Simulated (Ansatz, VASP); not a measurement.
**K3I2Br in VASP and in Ansatz**

```xyz
6
Lattice="4.7111 0.0000 0.0000 -2.3555 4.0799 0.0000 0.0000 0.0000 11.1053" Properties=species:S:1:pos:R:3 pbc="T T T"
K     0.0000    0.0000    5.5526
K     0.0000    2.7199    1.6550
K     2.3555    1.3600    9.4503
I     0.0000    2.7199    7.5022
I     2.3555    1.3600    3.6031
Br    0.0000    0.0000    0.0000
```

Alike in both runs: functional LDA; k mesh 6 × 6 × 2; occupations gaussian, width 0.05 eV; no spin polarisation.

Ansatz relaxed the structure, and its values are those at the end. VASP's run is a single point on that final structure, the one shown.

```csv
,VASP,Ansatz
version,VASP 6.6.1,Ansatz 0.2.0
potentials or method,"VASP PAW LDA potentials, release 64 (K_sv, I, Br), cutoff 520 eV","scalar-relativistic, plane waves, PAW"
valence electrons in the cell,48,68
```

```csv
,VASP,Ansatz,Ansatz less VASP
gap on the k mesh at the Fermi level (eV),3.92,3.91,-0.008
least direct gap on the mesh (eV),3.92,3.91,-0.008
pressure (GPa),0.8,0.8,-0.09
```

LDA's correlation is that of Perdew and Zunger in VASP and of Perdew and Wang (1992) in Ansatz. VASP's potentials hold 48 valence electrons a cell and Ansatz's 68, so a difference there can come from the potentials and not from the codes. Ansatz's warnings: stress scf threshold loose.

Neither program's run includes spin-orbit coupling.
